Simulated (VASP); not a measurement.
Sn, 1 atom in the cell. Symmetry: Pm-3m, No. 221, cubic system. Conventional cell: a = 3.033 Å, b = 3.033 Å, c = 3.033 Å, α = 90.00°, β = 90.00°, γ = 90.00°. Within 4.0 Å of Sn (site symmetry m-3m) lie 6 Sn at 3.03 Å. 

```yaml
Program: VASP 6.6.1
Task: single point
Functional: PBEsol
Potentials_or_basis: VASP PAW PBE potentials, release 64 (Sn_d)
Cutoff: 520 eV
k_mesh: 14 × 14 × 14
Occupations: fermi-dirac, width 0.1 eV
Spin: no spin polarisation
Dipole_correction: no
Further_INCAR_settings: ALGO = Normal; EDIFF = 1e-07; NBANDS = 13
```

Potentials or basis: VASP PAW PBE potentials, release 64 (Sn_d).

Command:

```bash
$ cat potpaw_PBE.64/Sn_d/POTCAR > POTCAR
$ mpirun -np 1 vasp_std > vasp.out
```

Hardware: 1 thread of Intel(R) Xeon(R) Platinum 8488C (Sapphire Rapids), on a shared host.

Q: How long does it take, and how much memory?

A: Wall time 12 s on 1 thread of Intel(R) Xeon(R) Platinum 8488C (Sapphire Rapids), with other jobs on the host, peak memory 0.16 GiB. Counts: scf iterations 12, k points 120.
